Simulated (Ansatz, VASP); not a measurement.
**One calculation of Tl, two programs**

```
Tl
1.0
     5.53368    0.00000    0.00000
    -2.76684    4.79231    0.00000
     0.00000    0.00000    3.39915
Tl
3
Direct
  0.00000 0.00000 0.00000
  0.33333 0.66667 0.50000
  0.66667 0.33333 0.50000
```

Alike in both runs: task single point; functional RPBE; k mesh 7 × 7 × 10; occupations fermi-dirac, width 0.1 eV; no spin polarisation.

|  | VASP | Ansatz |
| --- | --- | --- |
| version | VASP 6.6.1 | Ansatz 0.2.0 |
| potentials or method | VASP PAW PBE potentials, release 64 (Tl_d), cutoff 520 eV | plane waves (420 eV) with PAW, scalar-relativistic |
| valence electrons in the cell | 39 | 39 |

|  | VASP | Ansatz | Ansatz less VASP |
| --- | --- | --- | --- |
| pressure (GPa) | 3.3 | 3.4 | +0.06 |

VASP's potentials were made for PBE, not for RPBE.

Spin-orbit coupling is off throughout.
